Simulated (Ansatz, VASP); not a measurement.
**Sn: VASP beside Ansatz**

```xyz
2
Lattice="0.0000 3.3388 3.3388 3.3388 0.0000 3.3388 3.3388 3.3388 0.0000" Properties=species:S:1:pos:R:3 pbc="T T T"
Sn    3.3388    3.3388    3.3388
Sn    5.0083    5.0083    5.0083
```

Change from the starting cell: volume scaled by 1.05, PAW files.

Alike in both runs: task electric field gradients; functional r2SCAN; k mesh 9 × 9 × 9; occupations fermi-dirac, width 0.08 eV; no spin polarisation.

```csv
,VASP,Ansatz
version,VASP 6.6.1,Ansatz 0.2.0
potentials or method,"VASP PAW PBE potentials, release 64 (Sn_d)","PAW with Ansatz's default frozen-core files, scalar-relativistic"
plane-wave cutoff (eV),520,500
valence electrons in the cell,28,28
```

```csv
,VASP,Ansatz,Ansatz less VASP
pressure (GPa),-1.9,-1.9,+0.04
```

VASP's potentials were made for PBE, not for r2SCAN. The functional is the same, so the differences come from potentials, cutoffs and numerics.
